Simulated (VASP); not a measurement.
Input of a VASP 6.6.1 run:

File INCAR:

```
PREC = Accurate
ENCUT = 520
EDIFF = 1E-6
ISMEAR = 0
SIGMA = 0.2
LREAL = F
LASPH = T
NELM = 100
ALGO = Normal
ISIF = 2
LWAVE = F
LCHARG = F
GGA = PS
NBANDS = 14
```

KPOINTS

```
Automatic mesh
0
Gamma
  13 13 4
```

The input POSCAR:

```
Al
1.0
    2.8270770242      0.0000000000      0.0000000000
   -1.4135385121      2.4483205214      0.0000000000
    0.0000000000      0.0000000000      9.1859930700
Al
4
Direct
    0.6666666667      0.3333333333      0.7500000000
    0.0000000000      0.0000000000      0.5010886139
    0.3333333333      0.6666666667      0.2500000000
    0.0000000000      0.0000000000      0.0000000000
```

Potentials or basis: VASP PAW PBE potentials, release 64 (Al).

Launch:

```console
$ cat potpaw_PBE.64/Al/POTCAR > POTCAR
$ mpirun -np 1 vasp_std > vasp.out
```

Task: Predict the band gap on the k mesh.

Result: Zero (band 6 reaches 12.31 eV, above the bottom of band 7 at 6.93 eV).

Task: Predict the pressure.

Result: 1.8 GPa.

Task: What does it give for the largest force?

Result: 0.059 eV/Å.

Forces on the atoms (eV/Å):
```
Al   0.000  0.000  0.031
Al   0.000  0.000 -0.059
Al   0.000  0.000  0.030
Al   0.000  0.000 -0.003
```

Caveat: the PAW data sets were made with another functional, which shifts forces and pressure a little.
